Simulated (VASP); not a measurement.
Here is a VASP 6.6.1 calculation.

Contents of INCAR:

```
ALGO = Normal
EDIFF = 1E-6
ENCUT = 520
GGA = PE
ISIF = 2
ISMEAR = 0
IVDW = 12
LASPH = True
LCHARG = False
LREAL = False
LWAVE = False
NBANDS = 11
NELM = 60
PREC = Accurate
SIGMA = 0.05
```

KPOINTS

```
k-points
0
Gamma
  15 15 15
```

POSCAR

```
C
1.0
    1.2324809262      0.7115731945      3.3609366220
   -1.2324809262      0.7115731945      3.3609366220
    0.0000000000     -1.4231463891      3.3609366220
C
2
Direct
    0.1794861792      0.1794861792      0.1478661011
    0.8205138208      0.8205138208      0.8521338989
```

Potentials or basis: VASP PAW PBE potentials, release 64 (C).

Command:

```sh
$ cat potpaw_PBE.64/C/POTCAR > POTCAR
$ mpirun -np 1 vasp_std > vasp.out
```

Question: What does it give for the dispersion energy per atom?

Answer: -0.156 eV.

Question: What does it give for the largest force?

Answer: 4.348 eV/Å.

Question: Predict the pressure.

Answer: 3.6 GPa.

Stress tensor (GPa, compression positive):
```
14.07  0.00  0.00
 0.00 -3.10 -1.78
 0.00 -1.78 -0.18
```

Caveat: the cell differs from its parent crystal (atoms displaced along a vibrational mode); the cell stands under pressure; forces of over 1 eV/Å act on the atoms, so gaps and moduli don't describe the material at rest.
